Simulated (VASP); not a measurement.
# Cu in VASP: single point with LDA

Aim: the single point of Cu with LDA.

Program: VASP 6.6.1. These are calculated values, not measurements. Logs are shortened: lines on timing, memory, paths and dates and some standing lists are left out, and cuts for length are marked.

### Step 1. The cell of the first run

The cell holds a slab with vacuum, 3 atoms: a = 2.487 Å, b = 2.487 Å, c = 19.518 Å, α = 90.00°, β = 90.00°, γ = 90.00°.

### Step 2. Single point, LDA

Input file POSCAR:

```
Cu
1.0
    2.4874897871      0.0000000000      0.0000000000
    0.0000000000      2.4874897871      0.0000000000
    0.0000000000      0.0000000000     19.5178000000
Cu
3
Direct
    0.0000000000      0.0000000000      0.4098811907
    0.5000000000      0.5000000000      0.5000000000
    0.0000000000      0.0000000000      0.5901188093
```

Input file INCAR.step1:

```
SYSTEM = Cu
  ALGO = Normal
  DIPOL = 0.5 0.5 0.500
  EDIFF = 1E-6
  ENCUT = 520
  GGA = CA
  IDIPOL = 3
  ISIF = 2
  ISMEAR = -1
  LASPH = .TRUE.
  LCHARG = .TRUE.
  LDIPOL = .TRUE.
  LMAXMIX = 4
  LREAL = .FALSE.
  LWAVE = .FALSE.
  NBANDS = 24
  NELM = 80
  PREC = Accurate
  SIGMA = 0.08
```

Input file KPOINTS.step1:

```
k-points
0
G
  15 15 1
  0 0 0
```

Input file INCAR.step2:

```
SYSTEM = Cu
  ALGO = Normal
  DIPOL = 0.5 0.5 0.500
  EDIFF = 1E-6
  ENCUT = 520
  GGA = CA
  ICHARG = 11
  IDIPOL = 3
  ISIF = 2
  ISMEAR = -5
  LASPH = .TRUE.
  LCHARG = .FALSE.
  LDIPOL = .TRUE.
  LMAXMIX = 4
  LORBIT = 11
  LREAL = .FALSE.
  LWAVE = .FALSE.
  NEDOS = 2001
  NELM = 80
  PREC = Accurate
  SIGMA = 0.08
```

Input file KPOINTS.step2:

```
k-points
0
G
  23 23 1
  0 0 0
```

Potentials or basis: VASP PAW LDA potentials, release 64 (Cu).

Command:

```console
> cat potpaw_LDA.64/Cu/POTCAR > POTCAR
> cp INCAR.step1 INCAR
> cp KPOINTS.step1 KPOINTS
> mpirun -np 1 vasp_std > vasp.out
> cp INCAR.step2 INCAR
> cp KPOINTS.step2 KPOINTS
> mpirun -np 1 vasp_std > vasp.out
```

OUTCAR:

```text
SYSTEM = Cu
   EDIFF = 1E-6
   ENCUT = 520
   GGA = CA
   ICHARG = 11
   ISIF = 2
   ISMEAR = -5
   LASPH = .TRUE.
   LORBIT = 11
   LREAL = .FALSE.
   NELM = 80
   PREC = Accurate

 ion  position               nearest neighbor table
   1  0.000  0.000  0.410-   2 2.49   2 2.49   2 2.49   2 2.49
   2  0.500  0.500  0.500-   1 2.49   3 2.49   1 2.49   3 2.49   1 2.49   3 2.49   1 2.49   3 2.49

   3  0.000  0.000  0.590-   2 2.49   2 2.49   2 2.49   2 2.49

  LATTYP: Found a simple tetragonal cell.
 ALAT       =     2.4874897871
 C/A-ratio  =     7.8463839736

  Lattice vectors:

 A1 = (   2.4874897871,   0.0000000000,   0.0000000000)
 A2 = (   0.0000000000,   2.4874897871,   0.0000000000)
 A3 = (   0.0000000000,   0.0000000000,  19.5178000000)

Analysis of symmetry for initial positions (statically):
=====================================================================
 Subroutine PRICEL returns:
 Original cell was already a primitive cell.

 Routine SETGRP: Setting up the symmetry group for a
 simple tetragonal supercell.

 Subroutine GETGRP returns: Found 16 space group operations
 (whereof 16 operations were pure point group operations)
 out of a pool of 16 trial point group operations.

The static configuration has the point symmetry D_4h.

Analysis of symmetry for dynamics (positions and initial velocities):
=====================================================================
 Subroutine PRICEL returns:
 Original cell was already a primitive cell.

 Routine SETGRP: Setting up the symmetry group for a
 simple tetragonal supercell.

 Subroutine GETGRP returns: Found 16 space group operations
 (whereof 16 operations were pure point group operations)
 out of a pool of 16 trial point group operations.

The dynamic configuration has the point symmetry D_4h.

 Subroutine INISYM returns: Found 16 space group operations
 (whereof 16 operations are pure point group operations),
 and found     1 'primitive' translations

----------------------------------------------------------------------------------------

                                     Primitive cell

  volume of cell :     120.7684

  direct lattice vectors                    reciprocal lattice vectors
     2.487489787  0.000000000  0.000000000     0.402011701  0.000000000  0.000000000
[... 100 lines left out ...]
   PSTRESS=    0.0 pullay stress
   NELECT =      33.0000    total number of electrons
   NUPDOWN=      -1.0000    fix difference up-down
   EMIN   =  10.00;   EMAX   =-10.00  energy-range for DOS
   EFERMI =   0.00;   METHOD = LEGACY
   ISMEAR =    -5;   SIGMA  =   0.08  broadening in eV -4-tet -1-fermi 0-gaus
   EFERMI_NEDOS =   21; number of points for ismear=-14 and -15
   IALGO  =     38    algorithm
   IMIX   =      4    mixing-type and parameters
     AMIX     =   0.40;   BMIX     =  1.00
     AMIX_MAG =   1.60;   BMIX_MAG =  1.00
  volume/ion in A,a.u.               =      40.26       271.66
  Fermi-wavevector in a.u.,A,eV,Ry     =   1.062335  2.007523 15.354943  1.128556
  Thomas-Fermi vector in A             =   2.197783
   LORBIT       =     11    0 simple, 1 ext, 2 COOP (PROOUT), +10 PAW based schemes
   GGA     = CA    functional components
   LHFCALC =     F    Hartree Fock is set to
   AEXX    =    0.0000 exact exchange contribution
   IVDW    =     0    specifies the selected vdW correction
   LEPSILON=     F    determine dielectric tensor
   LRPA    =     F    only Hartree local field effects (RPA)
 non-spin polarized calculation
 Fermi weights with tetrahedron method with Bloechl corrections
  energy-cutoff  :      520.00
  volume of cell :      120.77
 maximum number of plane-waves:      3319
 NGX is ok and might be reduce to    20

 number of electron      33.0000030 magnetization

 dipolmoment           0.000000      0.000000     -0.000000 electrons x Angstroem

 Free energy of the ion-electron system (eV)
  ---------------------------------------------------
  ext. energy  EPLUGINS =         0.00000000
  ---------------------------------------------------
  free energy    TOTEN  =       -12.59258898 eV

  energy without entropy =      -12.59258898  energy(sigma->0) =      -12.59258898

 E-fermi :  -1.3284     XC(G=0):  -4.7366

 val. band max:       -1.3264690871   @ k =   0.4783   0.0435   0.0000
 cond. band min:      -1.3233412744   @ k =   0.3043   0.2609   0.0000
 fundamental gap:      0.0031278127
 Fermi energy:        -1.3283790055

 k-point     1 :       0.0000    0.0000    0.0000
  band No.  band energies     occupation
      1     -10.1578      2.00000
      2      -7.5434      2.00000
      3      -6.3645      2.00000
      4      -5.8080      2.00000
      5      -4.9738      2.00000
      6      -4.5829      2.00000
[... 541 lines left out ...]
     19       0.4044      0.00000
     20       3.6430      0.00000

 [... further k-points ...]

------------------------ aborting loop because EDIFF is reached ----------------------------------------

 vacuum level on the upper side and lower side of the slab       (xc-potential included)        -0.082        -0.082

  FORCE on cell =-STRESS in cart. coord.  units (eV):
  Direction    XX          YY          ZZ          XY          YZ          ZX
  --------------------------------------------------------------------------------------
  -------------------------------------------------------------------------------------
  Total       -2.4015300     -2.4015300     -1.0757114      0.0000000      0.0000000      0.0000000
  in kB      -31.8599521    -31.8599521    -14.2709495      0.0000000      0.0000000      0.0000000
  external PRESSURE =     -25.9969512 kB  Pullay stress =       0.0000000 kB

 VOLUME and BASIS-vectors are now :
 -----------------------------------------------------------------------------
  energy-cutoff  :      520.00
  volume of cell :      120.77
      direct lattice vectors                 reciprocal lattice vectors
     2.487489787  0.000000000  0.000000000     0.402011701  0.000000000  0.000000000
     0.000000000  2.487489787  0.000000000     0.000000000  0.402011701  0.000000000
     0.000000000  0.000000000 19.517800000     0.000000000  0.000000000  0.051235283

 POSITION                                       TOTAL-FORCE (eV/Angst)
 -----------------------------------------------------------------------------------
      0.00000      0.00000      7.99998         0.000000      0.000000      0.196242
      1.24374      1.24374      9.75890         0.000000      0.000000      0.000000
      0.00000      0.00000     11.51782         0.000000      0.000000     -0.196242
 -----------------------------------------------------------------------------------
    total drift:                               -0.000000      0.000000     -0.000000

  FREE ENERGIE OF THE ION-ELECTRON SYSTEM (eV)
  ---------------------------------------------------
  free  energy   TOTEN  =       -12.5925889845 eV

  energy  without entropy=      -12.5925889845  energy(sigma->0) =      -12.59258898

 vacuum level on the upper side and lower side of the slab         3.578         3.578

 total charge

# of ion       s       p       d       tot
------------------------------------------
    1        0.464   0.305   9.211   9.979
    2        0.471   0.433   9.189  10.093
    3        0.464   0.305   9.211   9.979
--------------------------------------------------
tot          1.399   1.042  27.610  30.051
```

OSZICAR.step1:

```text
N       E                     dE             d eps       ncg     rms          rms(c)
DAV:   1     0.254590051265E+03    0.25459E+03   -0.13837E+04  1728   0.155E+03
DAV:   2     0.565076347475E+00   -0.25402E+03   -0.24037E+03  1736   0.313E+02
DAV:   3    -0.147601454465E+02   -0.15325E+02   -0.14813E+02  2088   0.126E+02
[... 14 lines left out ...]
DAV:  18    -0.126035488420E+02   -0.94068E-05   -0.33928E-06  1488   0.267E-02    0.190E-03
DAV:  19    -0.126035564580E+02   -0.76161E-05   -0.59728E-07  1392   0.139E-02    0.653E-04
DAV:  20    -0.126035611422E+02   -0.46841E-05   -0.37392E-07  1256   0.130E-02    0.236E-04
DAV:  21    -0.126035622307E+02   -0.10885E-05   -0.87874E-08  1280   0.489E-03    0.217E-04
DAV:  22    -0.126035624160E+02   -0.18527E-06   -0.20266E-08  1280   0.232E-03
   1 F= -.12603562E+02 E0= -.12593306E+02  d E =-.205132E-01
```

Wall time 7.5 min (1 thread of Intel Xeon 8259CL, shared host); peak memory 0.28 GiB.

What came out:

```yaml
Valence_electrons_inside_the_program's_atomic_spheres: Cu 9.98, 10.09 (each value once)
```

Levels at points of the mesh, in eV from the Fermi level:
| k point | band 15 | band 16 | band 17 | band 18 | band 19 | band 20 |
| --- | --- | --- | --- | --- | --- | --- |
| (0.00, 0.00, 0.00) | -1.50 | -1.50 | -1.47 | -1.05 | 1.03 | 4.62 |
